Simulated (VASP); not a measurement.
# Yb (Fm-3m) in VASP: notebook

The runs below take Yb through single point, with LDA.

Program: VASP 6.6.1. These are calculated values, not measurements. Logs are shortened: lines on timing, memory, paths and dates and some standing lists are left out, and cuts for length are marked.

### 1 The cell of the first run

It takes space group Fm-3m (No. 225, cubic). The conventional cell has a = 4.914 Å, b = 4.914 Å, c = 4.914 Å, α = 90.00°, β = 90.00°, γ = 90.00°. Within 4.6 Å of Yb (site symmetry m-3m) lie 12 Yb at 3.47 Å.

### 2 Single point, LDA

File INCAR:

```
ALGO = Normal ; EDIFF = 1E-6
ENCUT = 520 ; GGA = CA
ISIF = 2 ; ISMEAR = -1
LASPH = True ; LCHARG = False
LREAL = False ; LWAVE = False
NBANDS = 18 ; NELM = 60
PREC = Accurate ; SIGMA = 0.6
```

File KPOINTS:

```
k-points
0
Gamma
  11 11 11
```

File POSCAR:

```
Yb
1.0
    0.0000000000      2.4569516026      2.4569516026
    2.4569516026      0.0000000000      2.4569516026
    2.4569516026      2.4569516026      0.0000000000
Yb
1
Direct
    0.0000000000      0.0000000000      0.0000000000
```

Potentials or basis: VASP PAW PBE potentials, release 64 (Yb).

Command:

```sh
cat potpaw_PBE.64/Yb/POTCAR > POTCAR
mpirun -np 1 vasp_std > vasp.out
```

OUTCAR:

```text
EDIFF = 1E-6
   ENCUT = 520
   GGA = CA
   ISIF = 2
   ISMEAR = -1
   LASPH = True
   LREAL = False
   NELM = 60
   PREC = Accurate

 ion  position               nearest neighbor table
   1  0.000  0.000  0.000-

  LATTYP: Found a face centered cubic cell.
 ALAT       =     4.9139032052

  Lattice vectors:

 A1 = (   0.0000000000,   2.4569516026,   2.4569516026)
 A2 = (   2.4569516026,   0.0000000000,   2.4569516026)
 A3 = (   2.4569516026,   2.4569516026,   0.0000000000)

Analysis of symmetry for initial positions (statically):
=====================================================================
 Subroutine PRICEL returns:
 Original cell was already a primitive cell.

 Routine SETGRP: Setting up the symmetry group for a
 face centered cubic supercell.

 Subroutine GETGRP returns: Found 48 space group operations
 (whereof 48 operations were pure point group operations)
 out of a pool of 48 trial point group operations.

The static configuration has the point symmetry O_h .

Analysis of symmetry for dynamics (positions and initial velocities):
=====================================================================
 Subroutine PRICEL returns:
 Original cell was already a primitive cell.

 Routine SETGRP: Setting up the symmetry group for a
 face centered cubic supercell.

 Subroutine GETGRP returns: Found 48 space group operations
 (whereof 48 operations were pure point group operations)
 out of a pool of 48 trial point group operations.

The dynamic configuration has the point symmetry O_h .

 Subroutine INISYM returns: Found 48 space group operations
 (whereof 48 operations are pure point group operations),
 and found     1 'primitive' translations

----------------------------------------------------------------------------------------

                                     Primitive cell

  volume of cell :      29.6633

  direct lattice vectors                    reciprocal lattice vectors
     0.000000000  2.456951603  2.456951603    -0.203504212  0.203504212  0.203504212
     2.456951603  0.000000000  2.456951603     0.203504212 -0.203504212  0.203504212
     2.456951603  2.456951603  0.000000000     0.203504212  0.203504212 -0.203504212

  length of vectors
     3.474654278  3.474654278  3.474654278     0.352479635  0.352479635  0.352479635

  position of ions in fractional coordinates (direct lattice)
     0.000000000  0.000000000  0.000000000

  ion indices of the primitive-cell ions
   primitive index   ion index
                 1           1

----------------------------------------------------------------------------------------

 KPOINTS: k-points

Automatic generation of k-mesh.
 Grid dimensions read from file:
 generate k-points for:   11   11   11

 Generating k-lattice:

  Cartesian coordinates                     Fractional coordinates (reciprocal lattice)
    -0.018500383  0.018500383  0.018500383     0.090909091  0.000000000  0.000000000
     0.018500383 -0.018500383  0.018500383     0.000000000  0.090909091  0.000000000
     0.018500383  0.018500383 -0.018500383     0.000000000  0.000000000  0.090909091

  Length of vectors
     0.032043603  0.032043603  0.032043603

  Shift w.r.t. Gamma in fractional coordinates (k-lattice)
     0.000000000  0.000000000  0.000000000

 Subroutine IBZKPT returns following result:
 ===========================================

 Found     56 irreducible k-points:

 Following reciprocal coordinates:
            Coordinates               Weight
  0.000000  0.000000  0.000000      1.000000
  0.090909  0.000000  0.000000      8.000000
  0.181818  0.000000  0.000000      8.000000
  0.272727  0.000000  0.000000      8.000000
  0.363636  0.000000  0.000000      8.000000
  0.454545  0.000000  0.000000      8.000000
[... 16 lines left out ...]
 -0.272727  0.181818  0.000000     24.000000
 -0.181818  0.181818  0.000000     12.000000
 [... further k-points ...]
   k-points           NKPTS =     56   k-points in BZ     NKDIM =     56   number of bands    NBANDS=     18
   number of dos      NEDOS =    301   number of ions     NIONS =      1
   total plane-waves  NPLWV =  21952
   dimension x,y,z NGX =    28 NGY =   28 NGZ =   28
   dimension x,y,z NGXF=    56 NGYF=   56 NGZF=   56
   ions per type =               1
   NGX,Y,Z   is equivalent  to a cutoff of  13.40, 13.40, 13.40 a.u.
   NGXF,Y,Z  is equivalent  to a cutoff of  26.79, 26.79, 26.79 a.u.
 SYSTEM =  unknown system
   PREC   = accura    normal or accurate (medium, high low for compatibility)
   ISTART =      0    job   : 0-new  1-cont  2-samecut
   ICHARG =      2    charge: 1-file 2-atom 10-const
   ISPIN  =      1    spin polarized calculation?
   LNONCOLLINEAR =      F non collinear calculations
   LSORBIT =      F    spin-orbit coupling
   LASPH  =      T    aspherical Exc in radial PAW
   ENCUT  =  520.0 eV  38.22 Ry    6.18 a.u.   6.46  6.46  6.46*2*pi/ulx,y,z
   NELM   =     60;   NELMIN=  2; NELMDL= -5     # of ELM steps
   EDIFF  = 0.1E-05   stopping-criterion for ELM
   LREAL  =      F    real-space projection
   EDIFFG = 0.1E-04   stopping-criterion for IOM
   NSW    =      0    number of steps for IOM
   IBRION =     -1    ionic relax: 0-MD 1-quasi-New 2-CG
   NFREE  =      0    steps in history (QN), initial steepest desc. (CG)
   ISIF   =      2    stress and relaxation
   ISYM   =      2    0-nonsym 1-usesym 2-fastsym
   POTIM  = 0.5000    time-step for ionic-motion
   TEBEG  =    0.0;   TEEND  =   0.0 temperature during run
   PSTRESS=    0.0 pullay stress
   NELECT =      24.0000    total number of electrons
   NUPDOWN=      -1.0000    fix difference up-down
   EMIN   =  10.00;   EMAX   =-10.00  energy-range for DOS
   EFERMI =   0.00;   METHOD = LEGACY
   ISMEAR =    -1;   SIGMA  =   0.60  broadening in eV -4-tet -1-fermi 0-gaus
   EFERMI_NEDOS =   21; number of points for ismear=-14 and -15
   IALGO  =     38    algorithm
   IMIX   =      4    mixing-type and parameters
     AMIX     =   0.40;   BMIX     =  1.00
     AMIX_MAG =   1.60;   BMIX_MAG =  1.00
  volume/ion in A,a.u.               =      29.66       200.18
  Fermi-wavevector in a.u.,A,eV,Ry     =   1.525476  2.882731 31.661795  2.327076
  Thomas-Fermi vector in A             =   2.633641
   LORBIT       =      0    0 simple, 1 ext, 2 COOP (PROOUT), +10 PAW based schemes
   GGA     = CA    functional components
   LHFCALC =     F    Hartree Fock is set to
   AEXX    =    0.0000 exact exchange contribution
   IVDW    =     0    specifies the selected vdW correction
   LEPSILON=     F    determine dielectric tensor
   LRPA    =     F    only Hartree local field effects (RPA)
 non-spin polarized calculation
  energy-cutoff  :      520.00
  volume of cell :       29.66
 maximum number of plane-waves:       821
 NGX is ok and might be reduce to    28
   NGX = 13   NGY = 13   NGZ = 13

 number of electron      24.0000001 magnetization

 Free energy of the ion-electron system (eV)
  ---------------------------------------------------
  ext. energy  EPLUGINS =         0.00000000
  ---------------------------------------------------
  free energy    TOTEN  =        -5.61892405 eV

  energy without entropy =       -3.00996080  energy(sigma->0) =       -4.31444243

 E-fermi :   1.8804     XC(G=0): -10.7231

 val. band max:        1.8732754956   @ k =  -0.3636   0.4545   0.0909
 cond. band min:       1.9071008646   @ k =   0.3636   0.3636   0.0000
 fundamental gap:      0.0338253689
 Fermi energy:         1.8803945322

 k-point     1 :       0.0000    0.0000    0.0000
  band No.  band energies     occupation
      1     -50.2745      2.00000
      2     -22.3056      2.00000
      3     -22.3056      2.00000
      4     -22.3056      2.00000
      5      -3.6464      1.99980
      6      -0.1889      1.93839
[... 10 lines left out ...]
     17       7.1096      0.00033
     18      12.3773      0.00000

 k-point     2 :       0.0909    0.0000    0.0000
  band No.  band energies     occupation
      1     -50.2714      2.00000
      2     -22.3568      2.00000
      3     -22.3121      2.00000
      4     -22.3121      2.00000
      5      -3.4128      1.99971
      6      -0.1842      1.93792
[... 10 lines left out ...]
     17       6.9755      0.00041
     18      12.9020      0.00000

 k-point     3 :       0.1818    0.0000    0.0000
  band No.  band energies     occupation
      1     -50.2631      2.00000
      2     -22.4913      2.00000
      3     -22.3294      2.00000
      4     -22.3294      2.00000
      5      -2.7567      1.99912
      6      -0.1708      1.93656
[... 10 lines left out ...]
     17       6.8402      0.00051
     18      12.9812      0.00000

 k-point     4 :       0.2727    0.0000    0.0000
  band No.  band energies     occupation
      1     -50.2522      2.00000
      2     -22.6620      2.00000
      3     -22.3519      2.00000
      4     -22.3519      2.00000
      5      -1.8214      1.99582
      6      -0.1571      1.93515
[... 10 lines left out ...]
     17       7.2328      0.00027
     18      11.9134      0.00000

 k-point     5 :       0.3636    0.0000    0.0000
  band No.  band energies     occupation
      1     -50.2421      2.00000
      2     -22.8138      2.00000
      3     -22.3725      2.00000
      4     -22.3725      2.00000
      5      -0.8816      1.98016
      6      -0.1590      1.93534
[... 10 lines left out ...]
     17       8.0904      0.00006
     18      11.1516      0.00000

 k-point     6 :       0.4545    0.0000    0.0000
  band No.  band energies     occupation
      1     -50.2361      2.00000
      2     -22.9018      2.00000
      3     -22.3847      2.00000
      4     -22.3847      2.00000
      5      -0.3098      1.94935
      6      -0.1654      1.93601
[... 307 lines left out ...]
 k-point    21 :      -0.4545    0.1818    0.0000
  band No.  band energies     occupation
      1     -50.2306      2.00000
      2     -22.8532      2.00000
      3     -22.5068      2.00000
      4     -22.4213      2.00000
      5      -0.1508      1.93448
      6      -0.1361      1.93291
[... 10 lines left out ...]
     17       8.9521      0.00002
     18      10.2723      0.00000

 k-point    22 :      -0.3636    0.1818    0.0000
  band No.  band energies     occupation
      1     -50.2325      2.00000
      2     -22.8249      2.00000
      3     -22.5194      2.00000
      4     -22.4004      2.00000
      5      -0.1528      1.93469
      6      -0.1449      1.93386
[... 10 lines left out ...]
     17       9.3647      0.00001
     18      10.8739      0.00000

 k-point    23 :      -0.2727    0.1818    0.0000
  band No.  band energies     occupation
      1     -50.2392      2.00000
      2     -22.7451      2.00000
      3     -22.5005      2.00000
      4     -22.3724      2.00000
      5      -0.4986      1.96277
      6      -0.1386      1.93318
[... 10 lines left out ...]
     17       9.2908      0.00001
     18      11.9034      0.00000

 k-point    24 :      -0.1818    0.1818    0.0000
  band No.  band energies     occupation
      1     -50.2485      2.00000
      2     -22.6461      2.00000
      3     -22.4470      2.00000
      4     -22.3461      2.00000
      5      -1.4538      1.99231
      6      -0.1405      1.93339
[... 10 lines left out ...]
     17       8.3632      0.00004
     18      13.0779      0.00000

 [... further k-points ...]

------------------------ aborting loop because EDIFF is reached ----------------------------------------

  FORCE on cell =-STRESS in cart. coord.  units (eV):
  Direction    XX          YY          ZZ          XY          YZ          ZX
  --------------------------------------------------------------------------------------
  -------------------------------------------------------------------------------------
  Total        0.2201196      0.2201196      0.2201196     -0.0000000     -0.0000000      0.0000000
  in kB       11.8891165     11.8891165     11.8891165     -0.0000000     -0.0000000      0.0000000
  external PRESSURE =      11.8891165 kB  Pullay stress =       0.0000000 kB

 VOLUME and BASIS-vectors are now :
 -----------------------------------------------------------------------------
  energy-cutoff  :      520.00
  volume of cell :       29.66
      direct lattice vectors                 reciprocal lattice vectors
     0.000000000  2.456951603  2.456951603    -0.203504212  0.203504212  0.203504212
     2.456951603  0.000000000  2.456951603     0.203504212 -0.203504212  0.203504212
     2.456951603  2.456951603  0.000000000     0.203504212  0.203504212 -0.203504212

 POSITION                                       TOTAL-FORCE (eV/Angst)
 -----------------------------------------------------------------------------------
      0.00000      0.00000      0.00000        -0.000000     -0.000000      0.000000
 -----------------------------------------------------------------------------------
    total drift:                               -0.000000     -0.000000     -0.000000

  FREE ENERGIE OF THE ION-ELECTRON SYSTEM (eV)
  ---------------------------------------------------
  free  energy   TOTEN  =        -5.6189240531 eV

  energy  without entropy=       -3.0099608025  energy(sigma->0) =       -4.31444243
```

Run time: 40 s. Hardware: 1 thread of AMD EPYC 9R45 (Zen 5), shared host; peak memory 0.14 GiB.

What came out:

| Item | Value |
| --- | --- |
| Free energy | -5.6189 eV |
| Pressure | 1.2 GPa |
| Band gap on the k mesh | zero (bands 12 and 13 overlap by 0.01 eV) |

Caveat: so wide a smearing shifts energies and pressures; the PAW data sets were made with another functional, which shifts forces and pressure a little; spin-orbit coupling is left out, which moves the levels of the heavy elements. Spin polarisation is off, so any magnetic state and its effect on volume and gap are missing.

(Part 1 of 2 ends here.)
